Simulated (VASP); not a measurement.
# CuB6 (Fm-3m) in VASP: density of states with PBE

Aim: the density of states of CuB6 with PBE.

Everything below comes from runs of VASP 6.6.1. Logs are shortened: lines on timing, memory, paths and dates and some standing lists are left out, and cuts for length are marked.

**1. The cell of the first run**

It takes space group Fm-3m (No. 225, cubic). The conventional cell has a = 5.921 Å, b = 5.921 Å, c = 5.921 Å, α = 90.00°, β = 90.00°, γ = 90.00°. Cu (site symmetry m-3m) has 12 B at 2.09 Å within 2.8 Å. B (site symmetry mmm) has 2 Cu at 2.09 Å and 8 B at 2.09 Å within 2.8 Å.

**2. Density of states, PBE**

POSCAR

```
CuB6
1.0
    0.0000000000      2.9604724759      2.9604724759
    2.9604724759      0.0000000000      2.9604724759
    2.9604724759      2.9604724759      0.0000000000
Cu B
1 6
Direct
    0.0000000000      0.0000000000      0.0000000000
    0.5000000000      0.5000000000      0.0000000000
    0.5000000000      0.0000000000      0.5000000000
    0.0000000000      0.0000000000      0.5000000000
    0.0000000000      0.5000000000      0.0000000000
    0.0000000000      0.5000000000      0.5000000000
    0.5000000000      0.0000000000      0.0000000000
```

INCAR.step1

```
SYSTEM = CuB6
  ALGO = Normal
  EDIFF = 1E-7
  ENCUT = 520
  GGA = PE
  ISIF = 2
  ISMEAR = 0
  LASPH = .TRUE.
  LCHARG = .TRUE.
  LMAXMIX = 4
  LREAL = .FALSE.
  LWAVE = .FALSE.
  NBANDS = 24
  NELM = 100
  PREC = Accurate
  SIGMA = 0.1
```

KPOINTS.step1

```
k-points
0
G
  12 12 12
  0 0 0
```

INCAR.step2

```
SYSTEM = CuB6
  ALGO = Normal
  EDIFF = 1E-7
  ENCUT = 520
  GGA = PE
  ICHARG = 11
  ISIF = 2
  ISMEAR = -5
  LASPH = .TRUE.
  LCHARG = .FALSE.
  LMAXMIX = 4
  LORBIT = 11
  LREAL = .FALSE.
  LWAVE = .FALSE.
  NBANDS = 24
  NEDOS = 1001
  NELM = 100
  PREC = Accurate
  SIGMA = 0.1
```

KPOINTS.step2

```
k-points
0
G
  18 18 18
  0 0 0
```

Potentials or basis: VASP PAW PBE potentials, release 64 (Cu, B).

Started as:

```
$ cat potpaw_PBE.64/Cu/POTCAR potpaw_PBE.64/B/POTCAR > POTCAR
$ cp INCAR.step1 INCAR
$ cp KPOINTS.step1 KPOINTS
$ mpirun -np 1 vasp_std > vasp.out
$ cp INCAR.step2 INCAR
$ cp KPOINTS.step2 KPOINTS
$ mpirun -np 1 vasp_std > vasp.out
```

OUTCAR:

```text
SYSTEM = CuB6
   EDIFF = 1E-7
   ENCUT = 520
   GGA = PE
   ICHARG = 11
   ISIF = 2
   ISMEAR = -5
   LASPH = .TRUE.
   LORBIT = 11
   LREAL = .FALSE.
   NELM = 100
   PREC = Accurate

 ion  position               nearest neighbor table
   1  0.000  0.000  0.000-   4 2.09   5 2.09   7 2.09   3 2.09   4 2.09   6 2.09   2 2.09   5 2.09
                             6 2.09   2 2.09   3 2.09   7 2.09
   2  0.500  0.500  0.000-   5 2.09   7 2.09   3 2.09   6 2.09   1 2.09   3 2.09   7 2.09   1 2.09
                             5 2.09   6 2.09
   3  0.500  0.000  0.500-   4 2.09   7 2.09   1 2.09   2 2.09   7 2.09   2 2.09   6 2.09   1 2.09
                             4 2.09   6 2.09
   4  0.000  0.000  0.500-   1 2.09   3 2.09   6 2.09   1 2.09   5 2.09   7 2.09   5 2.09   6 2.09
                             3 2.09   7 2.09
   5  0.000  0.500  0.000-   1 2.09   2 2.09   6 2.09   4 2.09   6 2.09   1 2.09   4 2.09   7 2.09
                             2 2.09   7 2.09
   6  0.000  0.500  0.500-   4 2.09   5 2.09   1 2.09   2 2.09   5 2.09   1 2.09   3 2.09   4 2.09
                             2 2.09   3 2.09
   7  0.500  0.000  0.000-   1 2.09   2 2.09   3 2.09   3 2.09   4 2.09   2 2.09   5 2.09   1 2.09
                             4 2.09   5 2.09

  LATTYP: Found a face centered cubic cell.
 ALAT       =     5.9209449518

  Lattice vectors:

 A1 = (   0.0000000000,   2.9604724759,   2.9604724759)
 A2 = (   2.9604724759,   0.0000000000,   2.9604724759)
 A3 = (   2.9604724759,   2.9604724759,   0.0000000000)

Analysis of symmetry for initial positions (statically):
=====================================================================
 Subroutine PRICEL returns:
 Original cell was already a primitive cell.

 Routine SETGRP: Setting up the symmetry group for a
 face centered cubic supercell.

 Subroutine GETGRP returns: Found 48 space group operations
 (whereof 48 operations were pure point group operations)
 out of a pool of 48 trial point group operations.

The static configuration has the point symmetry O_h .

Analysis of symmetry for dynamics (positions and initial velocities):
=====================================================================
 Subroutine PRICEL returns:
 Original cell was already a primitive cell.

 Routine SETGRP: Setting up the symmetry group for a
 face centered cubic supercell.

 Subroutine GETGRP returns: Found 48 space group operations
 (whereof 48 operations were pure point group operations)
 out of a pool of 48 trial point group operations.

The dynamic configuration has the point symmetry O_h .

 Subroutine INISYM returns: Found 48 space group operations
 (whereof 48 operations are pure point group operations),
 and found     1 'primitive' translations

----------------------------------------------------------------------------------------

                                     Primitive cell

  volume of cell :      51.8935

  direct lattice vectors                    reciprocal lattice vectors
     0.000000000  2.960472476  2.960472476    -0.168891960  0.168891960  0.168891960
     2.960472476  0.000000000  2.960472476     0.168891960 -0.168891960  0.168891960
     2.960472476  2.960472476  0.000000000     0.168891960  0.168891960 -0.168891960

  length of vectors
     4.186740326  4.186740326  4.186740326     0.292529456  0.292529456  0.292529456

  position of ions in fractional coordinates (direct lattice)
     0.000000000  0.000000000  0.000000000
     0.500000000  0.500000000  0.000000000
     0.500000000  0.000000000  0.500000000
     0.000000000  0.000000000  0.500000000
     0.000000000  0.500000000  0.000000000
     0.000000000  0.500000000  0.500000000
     0.500000000  0.000000000  0.000000000

  ion indices of the primitive-cell ions
   primitive index   ion index
                 1           1
                 2           2
                 3           3
                 4           4
                 5           5
                 6           6
                 7           7

----------------------------------------------------------------------------------------

 KPOINTS: k-points

Automatic generation of k-mesh.
 Grid dimensions read from file:
 generate k-points for:   18   18   18

 Generating k-lattice:

  Cartesian coordinates                     Fractional coordinates (reciprocal lattice)
    -0.009382887  0.009382887  0.009382887     0.055555556  0.000000000  0.000000000
     0.009382887 -0.009382887  0.009382887     0.000000000  0.055555556  0.000000000
     0.009382887  0.009382887 -0.009382887     0.000000000  0.000000000  0.055555556

  Length of vectors
     0.016251636  0.016251636  0.016251636

  Shift w.r.t. Gamma in fractional coordinates (k-lattice)
     0.000000000  0.000000000  0.000000000

 TETIRR: Found    806 inequivalent tetrahedra from    34992

 Subroutine IBZKPT returns following result:
 ===========================================

 Found    195 irreducible k-points:

 Following reciprocal coordinates:
            Coordinates               Weight
  0.000000  0.000000  0.000000      1.000000
  0.055556  0.000000  0.000000      8.000000
  0.111111  0.000000  0.000000      8.000000
  0.166667  0.000000  0.000000      8.000000
  0.222222  0.000000  0.000000      8.000000
  0.277778  0.000000  0.000000      8.000000
[... 16 lines left out ...]
 -0.277778  0.055556  0.000000     24.000000
 -0.222222  0.055556  0.000000     24.000000
 [... further k-points ...]
   k-points           NKPTS =    195   k-points in BZ     NKDIM =    195   number of bands    NBANDS=     24
   number of dos      NEDOS =   1001   number of ions     NIONS =      7
   total plane-waves  NPLWV =  32768
   dimension x,y,z NGX =    32 NGY =   32 NGZ =   32
   dimension x,y,z NGXF=    64 NGYF=   64 NGZF=   64
   ions per type =               1   6
   NGX,Y,Z   is equivalent  to a cutoff of  12.71, 12.71, 12.71 a.u.
   NGXF,Y,Z  is equivalent  to a cutoff of  25.41, 25.41, 25.41 a.u.
 SYSTEM =  CuB6
   PREC   = accura    normal or accurate (medium, high low for compatibility)
   ISTART =      0    job   : 0-new  1-cont  2-samecut
   ICHARG =     11    charge: 1-file 2-atom 10-const
   ISPIN  =      1    spin polarized calculation?
   LNONCOLLINEAR =      F non collinear calculations
   LSORBIT =      F    spin-orbit coupling
   LASPH  =      T    aspherical Exc in radial PAW
   ENCUT  =  520.0 eV  38.22 Ry    6.18 a.u.   7.78  7.78  7.78*2*pi/ulx,y,z
   NELM   =    100;   NELMIN=  2; NELMDL=  0     # of ELM steps
   EDIFF  = 0.1E-06   stopping-criterion for ELM
   LREAL  =      F    real-space projection
   EDIFFG = 0.1E-05   stopping-criterion for IOM
   NSW    =      0    number of steps for IOM
   IBRION =     -1    ionic relax: 0-MD 1-quasi-New 2-CG
   NFREE  =      0    steps in history (QN), initial steepest desc. (CG)
   ISIF   =      2    stress and relaxation
   ISYM   =      2    0-nonsym 1-usesym 2-fastsym
   POTIM  = 0.5000    time-step for ionic-motion
   TEBEG  =    0.0;   TEEND  =   0.0 temperature during run
   PSTRESS=    0.0 pullay stress
   NELECT =      29.0000    total number of electrons
   NUPDOWN=      -1.0000    fix difference up-down
   EMIN   =  10.00;   EMAX   =-10.00  energy-range for DOS
   EFERMI =   0.00;   METHOD = LEGACY
   ISMEAR =    -5;   SIGMA  =   0.10  broadening in eV -4-tet -1-fermi 0-gaus
   EFERMI_NEDOS =   21; number of points for ismear=-14 and -15
   IALGO  =     38    algorithm
   IMIX   =      4    mixing-type and parameters
     AMIX     =   0.40;   BMIX     =  1.00
     AMIX_MAG =   1.60;   BMIX_MAG =  1.00
  volume/ion in A,a.u.               =       7.41        50.03
  Fermi-wavevector in a.u.,A,eV,Ry     =   1.348455  2.548211 24.739895  1.818331
  Thomas-Fermi vector in A             =   2.476123
   LORBIT       =     11    0 simple, 1 ext, 2 COOP (PROOUT), +10 PAW based schemes
   GGA     = PE    functional components
   LHFCALC =     F    Hartree Fock is set to
   AEXX    =    0.0000 exact exchange contribution
   IVDW    =     0    specifies the selected vdW correction
   LEPSILON=     F    determine dielectric tensor
   LRPA    =     F    only Hartree local field effects (RPA)
 non-spin polarized calculation
 Fermi weights with tetrahedron method with Bloechl corrections
  energy-cutoff  :      520.00
  volume of cell :       51.89
 maximum number of plane-waves:      1413

 number of electron      28.9999990 magnetization

 Free energy of the ion-electron system (eV)
  ---------------------------------------------------
  ext. energy  EPLUGINS =         0.00000000
  ---------------------------------------------------
  free energy    TOTEN  =       -35.65841753 eV

  energy without entropy =      -35.65841753  energy(sigma->0) =      -35.65841753

 E-fermi :   8.4469     XC(G=0): -12.4465

 val. band max:        8.4869082399   @ k =  -0.2222   0.2778   0.1111
 cond. band min:       8.3516202429   @ k =  -0.4444   0.3889   0.1667
 fundamental gap:     -0.1352879970
 Fermi energy:         8.4469198503

 k-point     1 :       0.0000    0.0000    0.0000
  band No.  band energies     occupation
      1      -7.6461      2.00000
      2      -0.0040      2.00000
      3       0.9259      2.00000
      4       0.9259      2.00000
      5       0.9259      2.00000
      6       1.9544      2.00000
[... 16 lines left out ...]
     23      14.6994      0.00000
     24      19.2483      0.00000
[... 598 lines left out ...]
      2      -2.1121      2.00000
      3       0.2427      2.00000
      4       0.9350      2.00000
      5       0.9352      2.00000
      6       1.6430      2.00000
[... 16 lines left out ...]
     23      16.0325      0.00000
     24      16.7192      0.00000

 [... further k-points ...]

------------------------ aborting loop because EDIFF is reached ----------------------------------------

  FORCE on cell =-STRESS in cart. coord.  units (eV):
  Direction    XX          YY          ZZ          XY          YZ          ZX
  --------------------------------------------------------------------------------------
  -------------------------------------------------------------------------------------
  Total       -0.2007301     -0.2007301     -0.2007301      0.0000000      0.0000000     -0.0000000
  in kB       -6.1974083     -6.1974083     -6.1974083      0.0000000      0.0000000     -0.0000000
  external PRESSURE =      -6.1974083 kB  Pullay stress =       0.0000000 kB

 VOLUME and BASIS-vectors are now :
 -----------------------------------------------------------------------------
  energy-cutoff  :      520.00
  volume of cell :       51.89
      direct lattice vectors                 reciprocal lattice vectors
     0.000000000  2.960472476  2.960472476    -0.168891960  0.168891960  0.168891960
     2.960472476  0.000000000  2.960472476     0.168891960 -0.168891960  0.168891960
     2.960472476  2.960472476  0.000000000     0.168891960  0.168891960 -0.168891960

 POSITION                                       TOTAL-FORCE (eV/Angst)
 -----------------------------------------------------------------------------------
      0.00000      0.00000      0.00000         0.000000     -0.000000      0.000000
      1.48024      1.48024      2.96047        -0.000000     -0.000000     -0.000000
      1.48024      2.96047      1.48024        -0.000000      0.000000     -0.000000
      1.48024      1.48024      0.00000         0.000000      0.000000     -0.000000
      1.48024      0.00000      1.48024         0.000000      0.000000     -0.000000
      2.96047      1.48024      1.48024        -0.000000     -0.000000     -0.000000
      0.00000      1.48024      1.48024        -0.000000      0.000000     -0.000000
 -----------------------------------------------------------------------------------
    total drift:                                0.000000      0.000000      0.000000

  FREE ENERGIE OF THE ION-ELECTRON SYSTEM (eV)
  ---------------------------------------------------
  free  energy   TOTEN  =       -35.6584175286 eV

  energy  without entropy=      -35.6584175286  energy(sigma->0) =      -35.65841753

 total charge

# of ion       s       p       d       tot
------------------------------------------
    1        0.539   0.857   9.249  10.644
    2        0.657   1.047   0.000   1.704
    3        0.657   1.047   0.000   1.704
    4        0.657   1.047   0.000   1.704
    5        0.657   1.047   0.000   1.704
    6        0.657   1.047   0.000   1.704
    7        0.657   1.047   0.000   1.704
--------------------------------------------------
tot          4.484   7.139   9.249  20.871
```

Wall time 5.9 min (1 thread of AMD EPYC 7R43 (Zen 3), shared host); peak memory 0.28 GiB.

Results:

| Item | Value |
| --- | --- |
| Valence electrons inside the program's atomic spheres | Cu 10.64; B 1.70 |

Caveat: tetrahedron occupations give inexact forces and stress in metals.
